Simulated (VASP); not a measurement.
# MgRe (F-43m) in VASP: notebook

Runs on MgRe. Level: PBE. Tasks: single point, relaxation of cell and atoms.

Program: VASP 6.6.1. These are calculated values, not measurements. Logs are shortened: lines on timing, memory, paths and dates and some standing lists are left out, and cuts for length are marked.

**1. The cell of the first run**

The structure is cubic, space group F-43m (No. 216). The conventional cell has a = 5.283 Å, b = 5.283 Å, c = 5.283 Å, α = 90.00°, β = 90.00°, γ = 90.00°. Mg (site symmetry -43m) has 4 Re at 2.29 Å within 3.0 Å. Within 3.0 Å of Re (site symmetry -43m) lie 4 Mg at 2.29 Å.

**2. Single point, PBE**

Contents of INCAR:

```
SYSTEM = MgRe
PREC     = Accurate       ! precision mode
ENCUT    = 520            ! plane-wave cutoff, eV
EDIFF    = 1E-6           ! SCF threshold, eV
ISMEAR   = 0              ! smearing method
SIGMA    = 0.1            ! smearing width, eV
LREAL    = .FALSE.        ! projectors in reciprocal space
LASPH    = .TRUE.         ! aspherical terms in the spheres
NELM     = 60             ! most SCF steps
ALGO     = Normal         ! electronic algorithm
ISIF     = 2              ! what is computed and relaxed
LWAVE    = .FALSE.        ! write WAVECAR
LCHARG   = .TRUE.         ! write CHGCAR
GGA      = PE             ! functional
LELF     = .TRUE.         ! ELF
LVHAR    = .TRUE.       
NBANDS   = 12             ! bands
```

Contents of KPOINTS:

```
regular mesh
0
G
  6 6 6
  0 0 0
```

Contents of POSCAR:

```
MgRe
1.0
    0.0000000000      2.6417440689      2.6417440689
    2.6417440689      0.0000000000      2.6417440689
    2.6417440689      2.6417440689      0.0000000000
Mg Re
1 1
Direct
    0.0000000000      0.0000000000      0.0000000000
    0.7500000000      0.7500000000      0.7500000000
```

Potentials or basis: VASP PAW PBE potentials, release 64 (Mg, Re).

The run is started by

```bash
cat potpaw_PBE.64/Mg/POTCAR potpaw_PBE.64/Re/POTCAR > POTCAR
mpirun -np 1 vasp_std > vasp.out
```

OUTCAR:

```text
SYSTEM = MgRe
   PREC = Accurate
   ENCUT = 520
   EDIFF = 1E-6
   ISMEAR = 0
   LREAL = .FALSE.
   LASPH = .TRUE.
   NELM = 60
   ISIF = 2
   GGA = PE

 ion  position               nearest neighbor table
   1  0.000  0.000  0.000-   2 2.29   2 2.29   2 2.29   2 2.29
   2  0.750  0.750  0.750-   1 2.29   1 2.29   1 2.29   1 2.29

  LATTYP: Found a face centered cubic cell.
 ALAT       =     5.2834881378

  Lattice vectors:

 A1 = (   0.0000000000,   2.6417440689,   2.6417440689)
 A2 = (   2.6417440689,   0.0000000000,   2.6417440689)
 A3 = (   2.6417440689,   2.6417440689,   0.0000000000)

Analysis of symmetry for initial positions (statically):
=====================================================================
 Subroutine PRICEL returns:
 Original cell was already a primitive cell.

 Routine SETGRP: Setting up the symmetry group for a
 face centered cubic supercell.

 Subroutine GETGRP returns: Found 24 space group operations
 (whereof 24 operations were pure point group operations)
 out of a pool of 48 trial point group operations.

The static configuration has the point symmetry T_d .

Analysis of symmetry for dynamics (positions and initial velocities):
=====================================================================
 Subroutine PRICEL returns:
 Original cell was already a primitive cell.

 Routine SETGRP: Setting up the symmetry group for a
 face centered cubic supercell.

 Subroutine GETGRP returns: Found 24 space group operations
 (whereof 24 operations were pure point group operations)
 out of a pool of 48 trial point group operations.

The dynamic configuration has the point symmetry T_d .

 Subroutine INISYM returns: Found 24 space group operations
 (whereof 24 operations are pure point group operations),
 and found     1 'primitive' translations

----------------------------------------------------------------------------------------

                                     Primitive cell

  volume of cell :      36.8725

  direct lattice vectors                    reciprocal lattice vectors
     0.000000000  2.641744069  2.641744069    -0.189268902  0.189268902  0.189268902
     2.641744069  0.000000000  2.641744069     0.189268902 -0.189268902  0.189268902
     2.641744069  2.641744069  0.000000000     0.189268902  0.189268902 -0.189268902

  length of vectors
     3.735990291  3.735990291  3.735990291     0.327823355  0.327823355  0.327823355

  position of ions in fractional coordinates (direct lattice)
     0.000000000  0.000000000  0.000000000
     0.750000000  0.750000000  0.750000000

  ion indices of the primitive-cell ions
   primitive index   ion index
                 1           1
                 2           2

----------------------------------------------------------------------------------------

 KPOINTS: regular mesh

Automatic generation of k-mesh.
 Grid dimensions read from file:
 generate k-points for:    6    6    6

 Generating k-lattice:

  Cartesian coordinates                     Fractional coordinates (reciprocal lattice)
    -0.031544817  0.031544817  0.031544817     0.166666667  0.000000000  0.000000000
     0.031544817 -0.031544817  0.031544817     0.000000000  0.166666667  0.000000000
     0.031544817  0.031544817 -0.031544817     0.000000000  0.000000000  0.166666667

  Length of vectors
     0.054637226  0.054637226  0.054637226

  Shift w.r.t. Gamma in fractional coordinates (k-lattice)
     0.000000000  0.000000000  0.000000000

 Subroutine IBZKPT returns following result:
 ===========================================

 Found     16 irreducible k-points:

 Following reciprocal coordinates:
            Coordinates               Weight
  0.000000  0.000000  0.000000      1.000000
  0.166667  0.000000  0.000000      8.000000
  0.333333  0.000000  0.000000      8.000000
  0.500000  0.000000  0.000000      4.000000
  0.166667  0.166667  0.000000      6.000000
  0.333333  0.166667  0.000000     24.000000
[... 8 lines left out ...]
 -0.333333  0.333333  0.166667     24.000000
 -0.333333  0.500000  0.166667     12.000000
   k-points           NKPTS =     16   k-points in BZ     NKDIM =     16   number of bands    NBANDS=     12
   number of dos      NEDOS =    301   number of ions     NIONS =      2
   total plane-waves  NPLWV =  21952
   dimension x,y,z NGX =    28 NGY =   28 NGZ =   28
   dimension x,y,z NGXF=    56 NGYF=   56 NGZF=   56
   ions per type =               1   1
   NGX,Y,Z   is equivalent  to a cutoff of  12.46, 12.46, 12.46 a.u.
   NGXF,Y,Z  is equivalent  to a cutoff of  24.92, 24.92, 24.92 a.u.
 SYSTEM =  MgRe
   PREC   = accura    normal or accurate (medium, high low for compatibility)
   ISTART =      0    job   : 0-new  1-cont  2-samecut
   ICHARG =      2    charge: 1-file 2-atom 10-const
   ISPIN  =      1    spin polarized calculation?
   LNONCOLLINEAR =      F non collinear calculations
   LSORBIT =      F    spin-orbit coupling
   LASPH  =      T    aspherical Exc in radial PAW
   ENCUT  =  520.0 eV  38.22 Ry    6.18 a.u.   6.95  6.95  6.95*2*pi/ulx,y,z
   NELM   =     60;   NELMIN=  2; NELMDL= -5     # of ELM steps
   EDIFF  = 0.1E-05   stopping-criterion for ELM
   LREAL  =      F    real-space projection
[... 7 lines left out ...]
   TEBEG  =    0.0;   TEEND  =   0.0 temperature during run
   PSTRESS=    0.0 pullay stress
   NELECT =       9.0000    total number of electrons
   NUPDOWN=      -1.0000    fix difference up-down
   EMIN   =  10.00;   EMAX   =-10.00  energy-range for DOS
   EFERMI =   0.00;   METHOD = LEGACY
   ISMEAR =     0;   SIGMA  =   0.10  broadening in eV -4-tet -1-fermi 0-gaus
   EFERMI_NEDOS =   21; number of points for ismear=-14 and -15
   IALGO  =     38    algorithm
   IMIX   =      4    mixing-type and parameters
     AMIX     =   0.40;   BMIX     =  1.00
     AMIX_MAG =   1.60;   BMIX_MAG =  1.00
  volume/ion in A,a.u.               =      18.44       124.41
  Fermi-wavevector in a.u.,A,eV,Ry     =   1.023108  1.933394 14.241906  1.046751
  Thomas-Fermi vector in A             =   2.156824
   LORBIT       =      0    0 simple, 1 ext, 2 COOP (PROOUT), +10 PAW based schemes
   GGA     = PE    functional components
   LHFCALC =     F    Hartree Fock is set to
   AEXX    =    0.0000 exact exchange contribution
   IVDW    =     0    specifies the selected vdW correction
   LEPSILON=     F    determine dielectric tensor
   LRPA    =     F    only Hartree local field effects (RPA)
 non-spin polarized calculation
 Gauss-broadening in eV      SIGMA  =   0.10
  energy-cutoff  :      520.00
  volume of cell :       36.87
 maximum number of plane-waves:      1018
   NGX = 13   NGY = 13   NGZ = 13

 number of electron       8.9999999 magnetization

 Free energy of the ion-electron system (eV)
  ---------------------------------------------------
  ext. energy  EPLUGINS =         0.00000000
  ---------------------------------------------------
  free energy    TOTEN  =        -6.30423327 eV

  energy without entropy =       -6.28625412  energy(sigma->0) =       -6.29524370

 E-fermi :   3.4062     XC(G=0): -10.6391

 val. band max:        3.3967632158   @ k =   0.1667   0.1667   0.0000
 cond. band min:       3.4507646229   @ k =  -0.3333   0.3333   0.0000
 fundamental gap:      0.0540014071
 Fermi energy:         3.4062441977

 k-point     1 :       0.0000    0.0000    0.0000
  band No.  band energies     occupation
      1      -3.3978      2.00000
      2       2.0815      2.00000
      3       2.0815      2.00000
      4       2.0815      2.00000
      5       3.1815      1.99852
      6       3.1815      1.99852
      7      12.9865      0.00000
      8      12.9865      0.00000
      9      12.9865      0.00000
     10      15.5482      0.00000
     11      17.5211      0.00000
     12      18.4567      0.00000

 k-point     2 :       0.1667    0.0000    0.0000
  band No.  band energies     occupation
      1      -2.8682      2.00000
      2       1.9277      2.00000
      3       2.2245      2.00000
      4       2.2245      2.00000
      5       3.1402      1.99983
      6       3.1402      1.99983
      7      10.4113      0.00000
      8      13.1715      0.00000
      9      13.1715      0.00000
     10      15.2030      0.00000
     11      17.2026      0.00000
     12      17.2139      0.00000

 k-point     3 :       0.3333    0.0000    0.0000
  band No.  band energies     occupation
      1      -1.5010      2.00000
      2       1.7553      2.00000
      3       2.2162      2.00000
      4       2.2162      2.00000
      5       3.4975      0.19698
      6       3.4975      0.19698
      7       6.7265      0.00000
      8      12.4701      0.00000
      9      12.4701      0.00000
     10      13.6552      0.00000
     11      16.8007      0.00000
     12      16.8007      0.00000
[... 166 lines left out ...]
 k-point    15 :      -0.3333    0.3333    0.1667
  band No.  band energies     occupation
      1       0.7341      2.00000
      2       1.1680      2.00000
      3       1.7746      2.00000
      4       2.8828      2.00000
      5       3.5316      0.07626
      6       4.2874      0.00000
      7       5.6553      0.00000
      8       8.1786      0.00000
      9       9.7179      0.00000
     10      14.6470      0.00000
     11      16.9711      0.00000
     12      17.6396      0.00000

 k-point    16 :      -0.3333    0.5000    0.1667
  band No.  band energies     occupation
      1       0.6506      2.00000
      2       1.1993      2.00000
      3       2.1666      2.00000
      4       2.9816      2.00000
      5       3.9388      0.00000
      6       4.5691      0.00000
      7       5.5290      0.00000
      8       7.3886      0.00000
      9       8.6199      0.00000
     10      14.7523      0.00000
     11      16.3650      0.00000
     12      17.7200      0.00000

------------------------ aborting loop because EDIFF is reached ----------------------------------------

  FORCE on cell =-STRESS in cart. coord.  units (eV):
  Direction    XX          YY          ZZ          XY          YZ          ZX
  --------------------------------------------------------------------------------------
  -------------------------------------------------------------------------------------
  Total        6.9629299      6.9629299      6.9629299      0.0000000      0.0000000      0.0000000
  in kB      302.5522492    302.5522492    302.5522492      0.0000000      0.0000000      0.0000000
  external PRESSURE =     302.5522492 kB  Pullay stress =       0.0000000 kB

 VOLUME and BASIS-vectors are now :
 -----------------------------------------------------------------------------
  energy-cutoff  :      520.00
  volume of cell :       36.87
      direct lattice vectors                 reciprocal lattice vectors
     0.000000000  2.641744069  2.641744069    -0.189268902  0.189268902  0.189268902
     2.641744069  0.000000000  2.641744069     0.189268902 -0.189268902  0.189268902
     2.641744069  2.641744069  0.000000000     0.189268902  0.189268902 -0.189268902

 POSITION                                       TOTAL-FORCE (eV/Angst)
 -----------------------------------------------------------------------------------
      0.00000      0.00000      0.00000         0.000000     -0.000000     -0.000000
      3.96262      3.96262      3.96262        -0.000000      0.000000      0.000000
 -----------------------------------------------------------------------------------
    total drift:                               -0.000000     -0.000000     -0.000000

  FREE ENERGIE OF THE ION-ELECTRON SYSTEM (eV)
  ---------------------------------------------------
  free  energy   TOTEN  =        -6.3042332693 eV

  energy  without entropy=       -6.2862541212  energy(sigma->0) =       -6.29524370
```

It took 5.7 s on 1 thread of Intel Xeon 6975P-C (Granite Rapids), shared host; peak memory 0.15 GiB.

What came out:

```yaml
Free_energy: -6.3042 eV
Pressure: 30.3 GPa
Band_gap_on_the_k_mesh: zero (an odd number of electrons rules out a gap without spin polarisation)
```

Caveat: the cell stands under pressure; spin-orbit coupling is left out, which moves the levels of the heavy elements.

**3. Single point, PBE**

This run uses another cell than the first one, of 26.69 Å³/atom.

Contents of INCAR:

```
ALGO = Fast
EDIFF = 1E-7
ENCUT = 520
GGA = PE
ISIF = 2
ISMEAR = 0
LASPH = T
LCHARG = F
LREAL = F
LWAVE = F
NBANDS = 12
NELM = 80
PREC = Accurate
SIGMA = 0.1
```

Contents of KPOINTS:

```
k-points
0
Gamma
  6 6 6
```

Contents of POSCAR:

```
MgRe
1.0
    0.0000000000      2.9884881038      2.9884881038
    2.9884881038      0.0000000000      2.9884881038
    2.9884881038      2.9884881038      0.0000000000
Mg Re
1 1
Direct
    0.0000000000      0.0000000000      0.0000000000
    0.7500000000      0.7500000000      0.7500000000
```

Potentials or basis: VASP PAW PBE potentials, release 64 (Mg, Re).

The run is started by

```bash
cat potpaw_PBE.64/Mg/POTCAR potpaw_PBE.64/Re/POTCAR > POTCAR
mpirun -np 1 vasp_std > vasp.out
```

Run time: 7.3 s. Hardware: 1 thread of Intel Xeon 6975P-C (Granite Rapids), shared host; peak memory 0.17 GiB.

Results (log left out):

| Property | Result |
| --- | --- |
| Free energy | -7.4592 eV |
| Pressure | 0.1 GPa |
| Band gap on the k mesh | zero (an odd number of electrons rules out a gap without spin polarisation) |

Levels at points of the mesh, in eV from the Fermi level:
```csv
k point,band 1,band 2,band 3,band 4,band 5,band 6,band 7,band 8,band 9,band 10
"(0.00, 0.00, 0.00)",-5.36,-0.85,-0.85,-0.85,-0.02,-0.02,7.76,7.76,7.76,9.90
"(0.50, 0.00, 0.00)",-3.20,-0.90,-0.73,-0.73,0.31,0.31,0.49,6.26,6.26,8.41
"(0.50, 0.50, 0.00)",-2.21,-1.83,0.14,0.26,0.26,0.42,0.48,3.57,3.57,7.40
```

Caveat: spin-orbit coupling is left out, which moves the levels of the heavy elements.

**4. Relaxation of cell and atoms, PBE**

Contents of INCAR:

```
PREC     = Accurate       # precision mode
ENCUT    = 600            # plane-wave cutoff, eV
EDIFF    = 1E-7           # SCF threshold, eV
ISMEAR   = 0              # smearing method
SIGMA    = 0.1            # smearing width, eV
LREAL    = False          # projectors in reciprocal space
LASPH    = True           # aspherical terms in the spheres
NELM     = 60             # most SCF steps
ALGO     = Fast           # electronic algorithm
ISIF     = 3              # what is computed and relaxed
LWAVE    = False          # write WAVECAR
LCHARG   = False          # write CHGCAR
GGA      = PE             # functional
IBRION   = 2              # ionic algorithm
NSW      = 90             # ionic steps
EDIFFG   = -0.04          # ionic threshold
```

Contents of KPOINTS:

```
regular mesh
0
Gamma
  6 6 6
```

Contents of POSCAR:

```
MgRe
1.0
    0.0000000000      2.6417440689      2.6417440689
    2.6417440689      0.0000000000      2.6417440689
    2.6417440689      2.6417440689      0.0000000000
Mg Re
1 1
Direct
    0.0000000000      0.0000000000      0.0000000000
    0.7500000000      0.7500000000      0.7500000000
```

The run is started by

```bash
cat potpaw_PBE.64/Mg/POTCAR potpaw_PBE.64/Re/POTCAR > POTCAR
mpirun -np 1 vasp_std > vasp.out
```

Run time: 32 s. Hardware: 1 thread of Intel Xeon 6975P-C (Granite Rapids), shared host; peak memory 0.17 GiB.

The run converged. Its results:

```yaml
Free_energy: -7.4569 eV
Relaxed_volume: 26.82 Å³/atom
Relaxed_cell: a = 4.233 Å, b = 4.233 Å, c = 4.233 Å, α = 60.00°, β = 60.00°, γ = 60.00°
Space_group_after_relaxing_to_0.1_Å: F-43m (No. 216)
Energy_gained_by_relaxing: 576.1 meV/atom
Ionic_steps: 4
Pressure_after_relaxing: -0.1 GPa
Band_gap_on_the_k_mesh: zero (an odd number of electrons rules out a gap without spin polarisation)
```

Step by step:
| step | energy change (eV) | largest force (eV/Å) | pressure (GPa) | volume (Å³) |
| --- | --- | --- | --- | --- |
| 1 | 0.0000 | 0.0000 | 30.26 | 36.87 |
| 2 | -1.0985 | 0.0000 | -3.09 | 58.75 |
| 3 | -1.1511 | 0.0000 | 0.52 | 52.90 |
| 4 | -1.1521 | 0.0000 | -0.06 | 53.64 |

Final structure:
```cif
data_structure
_symmetry_space_group_name_H-M 'P 1'
_symmetry_Int_Tables_number 1
_cell_length_a 4.2332
_cell_length_b 4.2332
_cell_length_c 4.2332
_cell_angle_alpha 60.000
_cell_angle_beta 60.000
_cell_angle_gamma 60.000
_cell_volume 53.64
loop_
_atom_site_label
_atom_site_type_symbol
_atom_site_fract_x
_atom_site_fract_y
_atom_site_fract_z
_atom_site_occupancy
Mg1 Mg 0.00000 0.00000 0.00000 1
Re1 Re 0.75000 0.75000 0.75000 1
```

Levels at points of the mesh, in eV from the Fermi level:
```csv
k point,band 2,band 3,band 4,band 5,band 6,band 7,band 8
"(0.00, 0.00, 0.00)",-0.84,-0.84,-0.84,-0.02,-0.02,7.74,7.74
"(0.50, 0.00, 0.00)",-0.89,-0.73,-0.73,0.31,0.31,0.48,6.23
"(0.50, 0.50, 0.00)",-1.83,0.14,0.26,0.26,0.41,0.48,3.55
```

Caveat: the volume moved by over 15 % at a fixed basis, so the end points are rough; spin-orbit coupling is left out, which moves the levels of the heavy elements.

**5. Single point, PBE**

This run uses another cell than the first one, of 26.72 Å³/atom.

Contents of INCAR:

```
  PREC = Accurate
  ENCUT = 520
  EDIFF = 1E-7
  ISMEAR = 0
  SIGMA = 0.1
  LREAL = F
  LASPH = T
  NELM = 100
  ALGO = Normal
  ISIF = 2
  LWAVE = F
  LCHARG = F
  GGA = PE
  NBANDS = 12
```

Contents of KPOINTS:

```
Automatic mesh
0
Gamma
  16 16 16
```

Contents of POSCAR:

```
MgRe
1.0
    0.0000000000      2.9896737646      2.9896737646
    2.9896737646      0.0000000000      2.9896737646
    2.9896737646      2.9896737646      0.0000000000
Mg Re
1 1
Direct
    0.0000000000      0.0000000000      0.0000000000
    0.2500000000      0.2500000000      0.2500000000
```

The run is started by

```bash
cat potpaw_PBE.64/Mg/POTCAR potpaw_PBE.64/Re/POTCAR > POTCAR
mpirun -np 1 vasp_std > vasp.out
```

Wall time 38 s (1 thread of Intel Xeon 6975P-C (Granite Rapids), shared host); peak memory 0.25 GiB.

Results (log left out):

```yaml
Free_energy: -7.4410 eV
Pressure: 0.0 GPa
Band_gap_on_the_k_mesh: zero (an odd number of electrons rules out a gap without spin polarisation)
```

Levels at points of the mesh, in eV from the Fermi level:
```
           k point  band 3  band 4  band 5  band 6  band 7  band 8
(0.00, 0.00, 0.00)   -0.89   -0.89   -0.07   -0.07    7.71    7.71
(0.50, 0.00, 0.00)   -0.78   -0.78    0.26    0.26    0.44    6.20
(0.50, 0.50, 0.00)    0.10    0.21    0.21    0.37    0.43    3.52
```

Caveat: spin-orbit coupling is left out, which moves the levels of the heavy elements.

[end of part 1 of 2]
